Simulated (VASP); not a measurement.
ZnO:

```
CELL_PARAMETERS angstrom
3.24353 0.00000 0.00000
-1.62176 2.80898 0.00000
0.00000 0.00000 7.03407
ATOMIC_POSITIONS crystal
Zn 0.00000 0.00000 0.25000
Zn 0.00000 0.00000 0.75000
O 0.66667 0.33333 0.75000
O 0.33333 0.66667 0.25000
```

Base run:

- Program: VASP 6.6.1
- Functional: PBE
- Potentials or basis: VASP PAW PBE potentials, release 64 (Zn, O)
- Cutoff: 520 eV
- k mesh: 9 × 9 × 4
- Occupations: fermi-dirac, width 0.05 eV
- Spin: no spin polarisation

Its results: band gap on the k mesh 0.82 eV, direct; pressure 4.2 GPa.

Problem. The run is repeated on the same cell with these changes: functional from PBE to PBEsol; further incar settings from ALGO = Normal; EDIFF = 1e-06; NBANDS = 26 to ALGO = Normal; EDIFF = 1e-07; NBANDS = 26. What comes out?

Solution. Band gap on the k mesh 0.75 eV, direct; pressure -0.1 GPa.

Caveats: the PAW data sets were made with another functional, which shifts forces and pressure a little (some runs).

A k mesh can miss the band edges.
